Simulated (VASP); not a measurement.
Crystal: Pd.

```xyz
1
Lattice="2.6626 0.0000 0.0000 -1.3313 2.3059 0.0000 0.0000 0.0000 2.4878" Properties=species:S:1:pos:R:3 pbc="T T T"
Pd    0.0000    0.0000    0.0000
```

This isn't the form of Pd at room conditions, which is fcc.

| Quantity | Value |
| --- | --- |
| Program | VASP 6.6.1 |
| Task | relaxation of cell and atoms |
| Functional | PBEsol |
| Potentials or basis | VASP PAW PBE potentials, release 64 (Pd) |
| Cutoff | 600 eV |
| k mesh | 9 × 9 × 8 |
| Occupations | gaussian, width 0.1 eV |
| Spin | no spin polarisation |

At the start: pressure 5.5 GPa; volume 15.27 Å³/atom.

Task: How do energy, volume and symmetry change on relaxing?

Result: Over 7 steps the energy falls by 40.5 meV/atom and the volume is 15.70 Å³/atom (+2.8 %); space group P6/mmm (No. 191, to 0.1 Å) before and after.

The path:
```csv
step,energy change (eV),largest force (eV/Å),pressure (GPa),volume (Å³)
1,0.0000,0.0000,5.51,15.27
2,0.0010,0.0000,-4.88,16.41
3,-0.0402,0.0000,-0.99,15.81
4,-0.0402,0.0000,-0.98,15.80
5,-0.0402,0.0000,-0.89,15.79
6,-0.0400,0.0000,1.28,15.61
7,-0.0405,0.0000,0.05,15.70
```

Final structure:
```
Pd
1.0
     2.64448    0.00000    0.00000
    -1.32224    2.29019    0.00000
     0.00000    0.00000    2.59289
Pd
1
Cartesian
  0.0000 0.0000 2.5929
```

Caveat: the PAW data sets were made with another functional, which shifts forces and pressure a little.
